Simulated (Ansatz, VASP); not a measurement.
One calculation of C, two programs

The input INCAR:

```
SYSTEM = C
ALGO = Normal
EDIFF = 1E-6
ENCUT = 520
GGA = PE
ISIF = 2
ISMEAR = 0
IVDW = 12
LASPH = .True.
LCHARG = .True.
LELF = .True.
LREAL = .False.
LVHAR = .True.
LWAVE = .False.
NBANDS = 16
NELM = 60
PREC = Accurate
SIGMA = 0.15
```

File KPOINTS:

```
k-points
0
Gamma
  22 22 8
  0 0 0
```

Contents of POSCAR:

```
C
1.0
    1.2327689981     -2.1341461166      0.0426829223
    1.2327689981      2.1341461166     -0.0426829223
    0.0000000000     -0.1359796737      6.7989836842
C
4
Direct
    0.0833101797      0.9166898203      0.7500000000
    0.5833101797      0.4166898203      0.2500000000
    0.9166898203      0.0833101797      0.2500000000
    0.4166898203      0.5833101797      0.7500000000
```

Input for Ansatz:

```yaml
crystal:
  lattice:
    - [1.2327689981, -2.1341461166, 0.0426829223]
    - [1.2327689981, 2.1341461166, -0.0426829223]
    - [0.0, -0.1359796737, 6.7989836842]
  atoms:
    - { symbol: C, position: [0.0833101797, 0.9166898203, 0.75] }
    - { symbol: C, position: [0.5833101797, 0.4166898203, 0.25] }
    - { symbol: C, position: [0.9166898203, 0.0833101797, 0.25] }
    - { symbol: C, position: [0.4166898203, 0.5833101797, 0.75] }
basis:
  ecutwfc: 420
kpoints:
  mp_grid: { grid: [22, 22, 8] }
hamiltonian:
  xc: pbe
  dispersion: d3bj
scf:
  occupations: { method: gaussian, width: 0.15 }
output:
  forces: true
  stress: true
  eigenvalues: true
```

Change from the starting cell: strain -0.0400 x Voigt [0, 0, 0, 1, 0, 0], atoms carried along.

Alike in both runs: task single point; functional PBE; dispersion D3(BJ); k mesh 22 × 22 × 8; occupations gaussian, width 0.15 eV; no spin polarisation.

```csv
,VASP,Ansatz
version,VASP 6.6.1,Ansatz 0.2.0
potentials or method,"VASP PAW PBE potentials, release 64 (C), cutoff 520 eV","scalar-relativistic, plane waves, PAW"
valence electrons in the cell,16,16
```

```tsv
	VASP	Ansatz	Ansatz less VASP
gap on the k mesh at the Fermi level (eV)	none	none	-
pressure (GPa)	0.3	-0.1	-0.44
traceless stress, the component that is largest in VASP (GPa)	-0.42	0.10	+0.525
rms of the force components (eV/Å)	0.005	0.005	0.0000
```

Atom by atom the forces differ by 0.000 eV/Å (rms over components). A gap of «none» marks a metal or a gap that the smearing closes.
